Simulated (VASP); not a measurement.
Crystal: SnSe.

```
Sn Se
1.0
     0.00000    2.98489    2.98489
     2.98489    0.00000    2.98489
     2.98489    2.98489    0.00000
Sn Se
1 1
Direct
  0.00000 0.00000 0.00000
  0.50000 0.50000 0.50000
```

Program: VASP 6.6.1. Alike in all runs: task single point; potentials or basis VASP PAW PBE potentials, release 64 (Sn_d, Se); no spin polarisation; cell as given; k mesh 4 × 4 × 4; cutoff (eV) 520; smearing gaussian 0.01 eV. Hardware: 1 thread of Intel(R) Xeon(R) 6975P-C (Granite Rapids) (shared host).

Task: Order these runs on this cell by their wall time, lowest first.
A. level HSE06; grid for exact exchange (PRECFOCK) Normal; screening parameter 0.2079 1/Å
B. level PBE
C. level r2SCAN

Result: B (4.2 s), C (16 s), A (190 s).

Caveats: all runs use coarse meshes.
